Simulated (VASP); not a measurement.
## TiC (rocksalt type): single point with PBE

Crystal: TiC (rocksalt type).

```xyz
2
Lattice="0.0000 2.0110 2.0110 2.0110 0.0000 2.0110 2.0110 2.0110 0.0000" Properties=species:S:1:pos:R:3 pbc="T T T"
Ti    0.0000    0.0000    0.0000
C     2.0110    2.0110    2.0110
```

This cell differs from its parent crystal: volume scaled by 0.8.

```yaml
Program: VASP 6.6.1
Task: single point
Functional: PBE
Potentials_or_basis: VASP PAW PBE potentials, release 64 (Ti_sv, C)
Cutoff: 520 eV
k_mesh: 15 × 15 × 15
Occupations: fermi-dirac, width 0.05 eV
Spin: no spin polarisation
```

```json
{
 "Pressure": "87.0 GPa",
 "Band gap on the k mesh": "zero (band 8 reaches 12.97 eV, above the bottom of band 9 at 11.81 eV)"
}
```

Levels at points of the mesh, in eV from the Fermi level:
```
           k point  band 4  band 5  band 6  band 7  band 8  band 9  band 10  band 11  band 12  band 13
(0.00, 0.00, 0.00)  -31.82  -13.40    0.71    0.71    0.71    1.97     1.97     1.97     2.19     2.19
```

Wall time 44 s on 1 thread of AMD EPYC 7R43 64-Core Processor (Zen 3) (shared host), peak memory 0.12 GiB.
